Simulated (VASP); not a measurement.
# NaI (I4/mmm) in VASP: notebook

Runs on NaI. Level: LDA. Tasks: electric field gradients.

All numbers are computed with VASP 6.6.1; they aren't measurements. Logs are shortened: lines on timing, memory, paths and dates and some standing lists are left out, and cuts for length are marked.

### 1 The cell of the first run

It takes space group I4/mmm (No. 139, tetragonal). The conventional cell has a = 4.577 Å, b = 4.577 Å, c = 6.408 Å, α = 90.00°, β = 90.00°, γ = 90.00°. Within 4.2 Å of Na (site symmetry 4/mmm) lie 6 I at 3.20 to 3.24 Å. Within 4.2 Å of I (site symmetry 4/mmm) lie 6 Na at 3.20 to 3.24 Å.

### 2 Electric field gradients, LDA (zz strain of -1 %)

File INCAR:

```
  ALGO = Normal
  EDIFF = 1E-8
  ENCUT = 520
  ISIF = 2
  ISMEAR = -1
  LASPH = T
  LCHARG = F
  LEFG = T
  LREAL = F
  LWAVE = F
  NBANDS = 14
  NELM = 80
  PREC = Accurate
  SIGMA = 0.02
```

File KPOINTS:

```
k-points
0
Gamma
  8 8 8
```

File POSCAR:

```
NaI
1.0
    0.0000000000      3.2364000000      3.2040360000
    3.2364000000      0.0000000000      3.2040360000
    3.2364000000      3.2364000000      0.0000000000
Na I
1 1
Direct
    0.0000000000      0.0000000000      0.0000000000
    0.5000000000      0.5000000000      0.5000000000
```

Potentials or basis: VASP PAW LDA potentials, release 64 (Na_pv, I).

The run is started by

```console
$ cat potpaw_LDA.64/Na_pv/POTCAR potpaw_LDA.64/I/POTCAR > POTCAR
$ mpirun -np 1 vasp_std > vasp.out
```

OUTCAR:

```text
EDIFF = 1E-8
   ENCUT = 520
   ISIF = 2
   ISMEAR = -1
   LASPH = T
   LREAL = F
   NELM = 80
   PREC = Accurate

 ion  position               nearest neighbor table
   1  0.000  0.000  0.000-
   2  0.500  0.500  0.500-

  LATTYP: Found a body centered tetragonal cell.
 ALAT       =     4.5769607733
 C/A-ratio  =     1.4000714267

  Lattice vectors:

 A1 = (   0.0000000000,  -3.2364000000,  -3.2040360000)
 A2 = (   0.0000000000,   3.2364000000,  -3.2040360000)
 A3 = (   3.2364000000,   0.0000000000,   3.2040360000)

Analysis of symmetry for initial positions (statically):
=====================================================================
 Subroutine PRICEL returns:
 Original cell was already a primitive cell.

 Routine SETGRP: Setting up the symmetry group for a
 body centered tetragonal supercell.

 Subroutine GETGRP returns: Found 16 space group operations
 (whereof 16 operations were pure point group operations)
 out of a pool of 16 trial point group operations.

The static configuration has the point symmetry D_4h.

Analysis of symmetry for dynamics (positions and initial velocities):
=====================================================================
 Subroutine PRICEL returns:
 Original cell was already a primitive cell.

 Routine SETGRP: Setting up the symmetry group for a
 body centered tetragonal supercell.

 Subroutine GETGRP returns: Found 16 space group operations
 (whereof 16 operations were pure point group operations)
 out of a pool of 16 trial point group operations.

The dynamic configuration has the point symmetry D_4h.

 Subroutine INISYM returns: Found 16 space group operations
 (whereof 16 operations are pure point group operations),
 and found     1 'primitive' translations

----------------------------------------------------------------------------------------

                                     Primitive cell

  volume of cell :      67.1200

  direct lattice vectors                    reciprocal lattice vectors
     0.000000000  3.236400000  3.204036000    -0.154492646  0.154492646  0.156053178
     3.236400000  0.000000000  3.204036000     0.154492646 -0.154492646  0.156053178
     3.236400000  3.236400000  0.000000000     0.154492646  0.154492646 -0.156053178

  length of vectors
     4.554133469  4.554133469  4.576960773     0.268493109  0.268493109  0.268493109

  position of ions in fractional coordinates (direct lattice)
     0.000000000  0.000000000  0.000000000
     0.500000000  0.500000000  0.500000000

  ion indices of the primitive-cell ions
   primitive index   ion index
                 1           1
                 2           2

----------------------------------------------------------------------------------------

 KPOINTS: k-points

Automatic generation of k-mesh.
 Grid dimensions read from file:
 generate k-points for:    8    8    8

 Generating k-lattice:

  Cartesian coordinates                     Fractional coordinates (reciprocal lattice)
    -0.019311581  0.019311581  0.019506647     0.125000000  0.000000000  0.000000000
     0.019311581 -0.019311581  0.019506647     0.000000000  0.125000000  0.000000000
     0.019311581  0.019311581 -0.019506647    -0.000000000 -0.000000000  0.125000000

  Length of vectors
     0.033561639  0.033561639  0.033561639

  Shift w.r.t. Gamma in fractional coordinates (k-lattice)
     0.000000000  0.000000000  0.000000000

 Subroutine IBZKPT returns following result:
 ===========================================

 Found     59 irreducible k-points:

 Following reciprocal coordinates:
            Coordinates               Weight
  0.000000  0.000000  0.000000      1.000000
  0.125000  0.000000  0.000000      8.000000
  0.250000  0.000000  0.000000      8.000000
  0.375000 -0.000000  0.000000      8.000000
  0.500000  0.000000  0.000000      4.000000
  0.125000  0.125000  0.000000      2.000000
[... 16 lines left out ...]
  0.250000 -0.000000  0.125000     16.000000
  0.375000  0.000000  0.125000     16.000000
 [... further k-points ...]
   k-points           NKPTS =     59   k-points in BZ     NKDIM =     59   number of bands    NBANDS=     14
   number of dos      NEDOS =    301   number of ions     NIONS =      2
   total plane-waves  NPLWV =  46656
   dimension x,y,z NGX =    36 NGY =   36 NGZ =   36
   dimension x,y,z NGXF=    72 NGYF=   72 NGZF=   72
   ions per type =               1   1
   NGX,Y,Z   is equivalent  to a cutoff of  13.14, 13.14, 13.08 a.u.
   NGXF,Y,Z  is equivalent  to a cutoff of  26.28, 26.28, 26.15 a.u.
 SYSTEM =  unknown system
   PREC   = accura    normal or accurate (medium, high low for compatibility)
   ISTART =      0    job   : 0-new  1-cont  2-samecut
   ICHARG =      2    charge: 1-file 2-atom 10-const
   ISPIN  =      1    spin polarized calculation?
   LNONCOLLINEAR =      F non collinear calculations
   LSORBIT =      F    spin-orbit coupling
   LASPH  =      T    aspherical Exc in radial PAW
   ENCUT  =  520.0 eV  38.22 Ry    6.18 a.u.   8.47  8.47  8.51*2*pi/ulx,y,z
   NELM   =     80;   NELMIN=  2; NELMDL= -5     # of ELM steps
   EDIFF  = 0.1E-07   stopping-criterion for ELM
   LREAL  =      F    real-space projection
   EDIFFG = 0.1E-06   stopping-criterion for IOM
   NSW    =      0    number of steps for IOM
   IBRION =     -1    ionic relax: 0-MD 1-quasi-New 2-CG
   NFREE  =      0    steps in history (QN), initial steepest desc. (CG)
   ISIF   =      2    stress and relaxation
   ISYM   =      2    0-nonsym 1-usesym 2-fastsym
   POTIM  = 0.5000    time-step for ionic-motion
   TEBEG  =    0.0;   TEEND  =   0.0 temperature during run
   PSTRESS=    0.0 pullay stress
   NELECT =      14.0000    total number of electrons
   NUPDOWN=      -1.0000    fix difference up-down
   EMIN   =  10.00;   EMAX   =-10.00  energy-range for DOS
   EFERMI =   0.00;   METHOD = LEGACY
   ISMEAR =    -1;   SIGMA  =   0.02  broadening in eV -4-tet -1-fermi 0-gaus
   EFERMI_NEDOS =   21; number of points for ismear=-14 and -15
   IALGO  =     38    algorithm
   IMIX   =      4    mixing-type and parameters
     AMIX     =   0.40;   BMIX     =  1.00
     AMIX_MAG =   1.60;   BMIX_MAG =  1.00
  volume/ion in A,a.u.               =      33.56       226.47
  Fermi-wavevector in a.u.,A,eV,Ry     =   0.970883  1.834703 12.825041  0.942614
  Thomas-Fermi vector in A             =   2.101055
   LORBIT       =      0    0 simple, 1 ext, 2 COOP (PROOUT), +10 PAW based schemes
   GGA     = CA    functional components
   LHFCALC =     F    Hartree Fock is set to
   AEXX    =    0.0000 exact exchange contribution
   IVDW    =     0    specifies the selected vdW correction
   LEPSILON=     F    determine dielectric tensor
   LRPA    =     F    only Hartree local field effects (RPA)
 non-spin polarized calculation
  energy-cutoff  :      520.00
  volume of cell :       67.12
 maximum number of plane-waves:      1830
 NGX is ok and might be reduce to    36
   NGX = 17   NGY = 17   NGZ = 17

 number of electron      14.0000004 magnetization

 Free energy of the ion-electron system (eV)
  ---------------------------------------------------
  ext. energy  EPLUGINS =         0.00000000
  ---------------------------------------------------
  free energy    TOTEN  =        -5.98814299 eV

  energy without entropy =       -5.98814299  energy(sigma->0) =       -5.98814299

 E-fermi :   1.1475     XC(G=0):  -8.1401

 val. band max:        0.6940503093   @ k =   0.0000   0.0000   0.0000
 cond. band min:       4.0616295243   @ k =   0.0000   0.0000   0.0000
 fundamental gap:      3.3675792150
 Fermi energy:         1.1475072945

 k-point     1 :       0.0000    0.0000    0.0000
  band No.  band energies     occupation
      1     -21.6870      2.00000
      2     -21.6870      2.00000
      3     -21.6868      2.00000
      4     -10.4200      2.00000
      5       0.6806      2.00000
      6       0.6941      2.00000
      7       0.6941      2.00000
      8       4.0616      0.00000
      9       8.4660      0.00000
     10       8.4660      0.00000
     11       8.5314      0.00000
     12      10.3157      0.00000
     13      10.4285      0.00000
     14      10.8912      0.00000
[... 375 lines left out ...]
 k-point    24 :       0.3750    0.0000    0.1250
  band No.  band energies     occupation
      1     -21.6912      2.00000
      2     -21.6876      2.00000
      3     -21.6874      2.00000
      4     -10.1574      2.00000
      5      -1.1157      2.00000
      6       0.2828      2.00000
      7       0.3335      2.00000
      8       5.9308      0.00000
      9       7.5737      0.00000
     10       8.0944      0.00000
     11       8.6687      0.00000
     12      10.5845      0.00000
     13      11.5710      0.00000
     14      11.7633      0.00000

 [... further k-points ...]

------------------------ aborting loop because EDIFF is reached ----------------------------------------

  FORCE on cell =-STRESS in cart. coord.  units (eV):
  Direction    XX          YY          ZZ          XY          YZ          ZX
  --------------------------------------------------------------------------------------
  -------------------------------------------------------------------------------------
  Total       -0.6548715     -0.6548715     -0.5656171      0.0000000     -0.0000000      0.0000000
  in kB      -15.6320121    -15.6320121    -13.5014782      0.0000000     -0.0000000      0.0000000
  external PRESSURE =     -14.9218341 kB  Pullay stress =       0.0000000 kB

 VOLUME and BASIS-vectors are now :
 -----------------------------------------------------------------------------
  energy-cutoff  :      520.00
  volume of cell :       67.12
      direct lattice vectors                 reciprocal lattice vectors
     0.000000000  3.236400000  3.204036000    -0.154492646  0.154492646  0.156053178
     3.236400000  0.000000000  3.204036000     0.154492646 -0.154492646  0.156053178
     3.236400000  3.236400000  0.000000000     0.154492646  0.154492646 -0.156053178

 POSITION                                       TOTAL-FORCE (eV/Angst)
 -----------------------------------------------------------------------------------
      0.00000      0.00000      0.00000         0.000000     -0.000000      0.000000
      3.23640      3.23640      3.20404        -0.000000      0.000000      0.000000
 -----------------------------------------------------------------------------------
    total drift:                                0.000000      0.000000      0.000000

  FREE ENERGIE OF THE ION-ELECTRON SYSTEM (eV)
  ---------------------------------------------------
  free  energy   TOTEN  =        -5.9881429858 eV

  energy  without entropy=       -5.9881429858  energy(sigma->0) =       -5.98814299

 Electric field gradients (V/A^2)
---------------------------------------------------------------------
 ion       V_xx      V_yy      V_zz      V_xy      V_xz      V_yz
---------------------------------------------------------------------
   1       0.332     0.332    -0.663    -0.002    -0.002    -0.002
   2      -0.411    -0.411     0.823    -0.000    -0.000    -0.000
---------------------------------------------------------------------

 Electric field gradients after diagonalization (V/A^2)
 (convention: |V_zz| > |V_xx| > |V_yy|)
----------------------------------------------------------------------
 ion       V_xx      V_yy      V_zz     asymmetry (V_yy - V_xx)/ V_zz
----------------------------------------------------------------------
   1       0.334     0.330    -0.663       0.006
   2      -0.412    -0.411     0.823       0.000
----------------------------------------------------------------------

           NMR quadrupolar parameters

 Cq : quadrupolar parameter    Cq=e*Q*V_zz/h
 eta: asymmetry parameters     (V_yy - V_xx)/ V_zz
 Q  : nuclear electric quadrupole moment in mb (millibarn)
----------------------------------------------------------------------
 ion       Cq(MHz)       eta       Q (mb)
----------------------------------------------------------------------
   1      -0.002       0.006       1.000
   2       0.002       0.000       1.000
----------------------------------------------------------------------
```

Wall time 26 s (1 thread of Intel Xeon Platinum 8488C (Sapphire Rapids), shared host); peak memory 0.2 GiB.

Results:

| Item | Value |
| --- | --- |
| Free energy | -5.9881 eV |
| Pressure | -1.5 GPa |
| Band gap on the k mesh | 3.37 eV |
| Largest electric field gradient by atom | Na -0.7; I +0.8 V/Å² |

Electric field gradients, principal values (V/Å²):
| atom | least | middle | greatest (by size) |
| --- | --- | --- | --- |
| 1 Na | 0.330 | 0.334 | -0.663 |
| 2 I | -0.411 | -0.412 | 0.823 |

Caveat: the cell differs from its parent crystal (zz strain of -1 %); without QUAD_EFG the Cq values of the log hold for a quadrupole moment of 1 mb, not for the nuclei; spin-orbit coupling is left out, which moves the levels of the heavy elements.

### 3 Electric field gradients, LDA (zz strain of -1 %)

File INCAR:

```
SYSTEM = NaI
PREC = Accurate
ENCUT = 520
EDIFF = 1E-8
ISMEAR = -1
SIGMA = 0.02
LREAL = .False.
LASPH = .True.
NELM = 100
ALGO = Normal
ISIF = 2
LWAVE = .False.
LCHARG = .False.
GGA = CA
LEFG = .True.
NBANDS = 14
```

File KPOINTS:

```
Automatic mesh
0
Gamma
  8 8 8
  0 0 0
```

POSCAR is that of step 2.

Potentials or basis: VASP PAW LDA potentials, release 64 (Na_pv, I).

The run is started by

```console
$ cat potpaw_LDA.64/Na_pv/POTCAR potpaw_LDA.64/I/POTCAR > POTCAR
$ mpirun -np 1 vasp_std > vasp.out
```

OUTCAR:

```text
SYSTEM = NaI
   PREC = Accurate
   ENCUT = 520
   EDIFF = 1E-8
   ISMEAR = -1
   LREAL = .False.
   LASPH = .True.
   NELM = 100
   ISIF = 2
   GGA = CA

 ion  position               nearest neighbor table
   1  0.000  0.000  0.000-
   2  0.500  0.500  0.500-

  LATTYP: Found a body centered tetragonal cell.
 ALAT       =     4.5769607733
 C/A-ratio  =     1.4000714267

  Lattice vectors:

 A1 = (   0.0000000000,  -3.2364000000,  -3.2040360000)
 A2 = (   0.0000000000,   3.2364000000,  -3.2040360000)
 A3 = (   3.2364000000,   0.0000000000,   3.2040360000)

Analysis of symmetry for initial positions (statically):
=====================================================================
 Subroutine PRICEL returns:
 Original cell was already a primitive cell.

 Routine SETGRP: Setting up the symmetry group for a
[... 597 lines left out ...]
  energy-cutoff  :      520.00
  volume of cell :       67.12
      direct lattice vectors                 reciprocal lattice vectors
     0.000000000  3.236400000  3.204036000    -0.154492646  0.154492646  0.156053178
     3.236400000  0.000000000  3.204036000     0.154492646 -0.154492646  0.156053178
     3.236400000  3.236400000  0.000000000     0.154492646  0.154492646 -0.156053178

 POSITION                                       TOTAL-FORCE (eV/Angst)
 -----------------------------------------------------------------------------------
      0.00000      0.00000      0.00000         0.000000     -0.000000      0.000000
      3.23640      3.23640      3.20404        -0.000000      0.000000      0.000000
 -----------------------------------------------------------------------------------
    total drift:                                0.000000      0.000000      0.000000

  FREE ENERGIE OF THE ION-ELECTRON SYSTEM (eV)
  ---------------------------------------------------
  free  energy   TOTEN  =        -5.9881429858 eV

  energy  without entropy=       -5.9881429858  energy(sigma->0) =       -5.98814299

 Electric field gradients (V/A^2)
---------------------------------------------------------------------
 ion       V_xx      V_yy      V_zz      V_xy      V_xz      V_yz
---------------------------------------------------------------------
   1       0.332     0.332    -0.663    -0.002    -0.002    -0.002
   2      -0.411    -0.411     0.823    -0.000    -0.000    -0.000
---------------------------------------------------------------------

 Electric field gradients after diagonalization (V/A^2)
 (convention: |V_zz| > |V_xx| > |V_yy|)
----------------------------------------------------------------------
 ion       V_xx      V_yy      V_zz     asymmetry (V_yy - V_xx)/ V_zz
----------------------------------------------------------------------
   1       0.334     0.330    -0.663       0.006
   2      -0.412    -0.411     0.823       0.000
----------------------------------------------------------------------

           NMR quadrupolar parameters

 Cq : quadrupolar parameter    Cq=e*Q*V_zz/h
 eta: asymmetry parameters     (V_yy - V_xx)/ V_zz
 Q  : nuclear electric quadrupole moment in mb (millibarn)
----------------------------------------------------------------------
 ion       Cq(MHz)       eta       Q (mb)
----------------------------------------------------------------------
   1      -0.002       0.006       1.000
   2       0.002       0.000       1.000
----------------------------------------------------------------------
```

OSZICAR:

```text
N       E                     dE             d eps       ncg     rms          rms(c)
DAV:   1     0.825456420192E+02    0.82546E+02   -0.66268E+03  1658   0.899E+02
DAV:   2     0.165943600308E+00   -0.82380E+02   -0.77394E+02  1742   0.220E+02
DAV:   3    -0.592119811097E+01   -0.60871E+01   -0.60510E+01  2126   0.584E+01
DAV:   4    -0.606171503161E+01   -0.14052E+00   -0.14049E+00  2148   0.911E+00
DAV:   5    -0.606459008265E+01   -0.28751E-02   -0.28750E-02  2196   0.127E+00    0.163E+00
DAV:   6    -0.600292389287E+01    0.61666E-01   -0.60033E-02  2030   0.160E+00    0.105E+00
DAV:   7    -0.598863224365E+01    0.14292E-01   -0.44636E-02  2108   0.116E+00    0.495E-01
DAV:   8    -0.598820276980E+01    0.42947E-03   -0.31214E-03  1928   0.472E-01    0.111E-01
DAV:   9    -0.598814372302E+01    0.59047E-04   -0.15955E-04  2120   0.120E-01    0.322E-02
DAV:  10    -0.598814313638E+01    0.58664E-06   -0.20579E-05  2308   0.489E-02    0.638E-03
DAV:  11    -0.598814297841E+01    0.15797E-06   -0.11894E-06  2204   0.130E-02    0.449E-03
DAV:  12    -0.598814298582E+01   -0.74103E-08   -0.62995E-08  2224   0.236E-03
   1 F= -.59881430E+01 E0= -.59881430E+01  d E =-.116542E-11
```

Wall time 25 s (1 thread of Intel Xeon Platinum 8488C (Sapphire Rapids), shared host); peak memory 0.2 GiB.

Results:

- Free energy: -5.9881 eV
- Pressure: -1.5 GPa
- Band gap on the k mesh: 3.37 eV
- Largest electric field gradient by atom: Na -0.7; I +0.8 V/Å²

Electric field gradients, principal values (V/Å²):
| atom | least | middle | greatest (by size) |
| --- | --- | --- | --- |
| 1 Na | 0.330 | 0.334 | -0.663 |
| 2 I | -0.411 | -0.412 | 0.823 |

Caveat: the cell differs from its parent crystal (zz strain of -1 %); without QUAD_EFG the Cq values of the log hold for a quadrupole moment of 1 mb, not for the nuclei; spin-orbit coupling is left out, which moves the levels of the heavy elements.

(Continued in part 2 of 3.)
